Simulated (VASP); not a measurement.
Runs of VASP 6.6.1 on Mn. The structure is that of space group Fm-3m (No. 225), or close to it. The cells are those of the table. 

```tsv
cell	k mesh	cutoff (eV)	gap on the mesh (eV)	pressure (GPa)
a = 2.455 Å, angles 60.0°, 1 atom	25 × 25 × 25	520	none	0.3
a = 2.455 Å, angles 60.0°, 1 atom	17 × 17 × 17	520	none	0.3
a = 2.352 Å, angles 60.0°, 1 atom	17 × 17 × 17	520	none	(a)
a = 2.422 Å, angles 60.0°, 1 atom	17 × 17 × 17	520	none	14.2
a = 2.455 Å, angles 60.0°, 1 atom	8 × 8 × 8	550	none	0.2
```

Alike in all rows: task single point; level r2SCAN; potentials or basis VASP PAW PBE potentials, release 64 (Mn_pv); no spin polarisation; smearing fermi-dirac 0.1 eV.

Question: Estimate the missing entries.

Answer: (a) 52.6.

Caveats: some runs use coarse meshes; the PAW data sets were made with another functional, which shifts forces and pressure a little; the run has no spin polarisation, though such a crystal can be magnetic.

A gap of «none» marks levels without a gap at the run's occupations.
